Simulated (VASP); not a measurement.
Here is a VASP 6.6.1 calculation.

The input INCAR:

```
PREC = Accurate
ENCUT = 520
EDIFF = 1E-7
ISMEAR = -1
SIGMA = 0.1
LREAL = F
LASPH = T
NELM = 60
ALGO = Normal
ISIF = 2
LWAVE = F
LCHARG = F
GGA = PE
NBANDS = 18
```

The input KPOINTS:

```
regular mesh
0
Gamma
  15 15 15
```

The input POSCAR:

```
Lu
1.0
    0.0000000000      2.0587521313      2.0587521313
    2.0587521313      0.0000000000      2.0587521313
    2.0587521313      2.0587521313      0.0000000000
Lu
1
Direct
    0.0000000000      0.0000000000      0.0000000000
```

Potentials or basis: VASP PAW PBE potentials, release 64 (Lu).

Launch:

```sh
$ cat potpaw_PBE.64/Lu/POTCAR > POTCAR
$ mpirun -np 1 vasp_std > vasp.out
```

Task: What does it give for the pressure?

Result: 54.0 GPa.
